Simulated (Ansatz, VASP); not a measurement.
## Two plane-wave programs on AlB2P3

Contents of INCAR:

```
  PREC = Accurate
  ENCUT = 600
  EDIFF = 1E-6
  ISMEAR = 0
  SIGMA = 0.1
  LREAL = F
  LASPH = T
  NELM = 60
  ALGO = Normal
  ISIF = 3
  LWAVE = F
  LCHARG = F
  GGA = PE
  IBRION = 2
  NSW = 90
  EDIFFG = -0.04
```

File KPOINTS:

```
Automatic mesh
0
Gamma
  6 6 2
```

POSCAR

```
AlB2P3
1.0
    3.5026149900      0.0000000000      0.0000000000
   -1.7513075000      3.0333535600      0.0000000000
    0.0000000000      0.0000000000      8.5796194900
Al B P
1 2 3
Direct
    0.6666666700      0.3333333300      0.3333333300
    0.0000000000      0.0000000000      0.0000000000
    0.3333333300      0.6666666700      0.6666666700
    0.0000000000      0.0000000000      0.2500000000
    0.6666666700      0.3333333300      0.5833333300
    0.3333333300      0.6666666700      0.9166666700
```

Input for Ansatz:

```yaml
crystal:
  lattice:
    - [3.50261499, 0.0, 0.0]
    - [-1.7513075, 3.03335356, 0.0]
    - [0.0, 0.0, 8.57961949]
  atoms:
    - { symbol: Al, position: [0.66666667, 0.33333333, 0.33333333] }
    - { symbol: B, position: [0.0, 0.0, 0.0] }
    - { symbol: B, position: [0.33333333, 0.66666667, 0.66666667] }
    - { symbol: P, position: [0.0, 0.0, 0.25] }
    - { symbol: P, position: [0.66666667, 0.33333333, 0.58333333] }
    - { symbol: P, position: [0.33333333, 0.66666667, 0.91666667] }
basis:
  ecutwfc: 420
kpoints:
  mp_grid: { grid: [6, 6, 2] }
hamiltonian:
  xc: pbe
scf:
  occupations: { method: gaussian, width: 0.1 }
  lower_state_search: "off"
output:
  forces: true
  stress: true
  eigenvalues: true
relax:
  adjacent_minimum: "off"
  f_tol: 0.04
  max_steps: 70
  cell: { stress_tol: 0.4 }
```

Alike in both runs: task relaxation of cell and atoms; functional PBE; k mesh 6 × 6 × 2; occupations gaussian, width 0.1 eV; no spin polarisation.

|  | VASP | Ansatz |
| --- | --- | --- |
| version | VASP 6.6.1 | Ansatz 0.2.0 |
| potentials or method | VASP PAW PBE potentials, release 64 (Al, B, P), cutoff 600 eV | scalar-relativistic, plane waves, PAW |
| valence electrons in the cell | 24 | 24 |

```csv
,VASP,Ansatz,Ansatz less VASP
"gap on the k mesh at the Fermi level, each at its own relaxed structure (eV)",0.23,0.23,-0.006
relaxed volume (Å³/atom),14.55,14.57,+0.013
relaxed cell length with the largest relative difference (Å),8.638,8.643,+0.0054
```
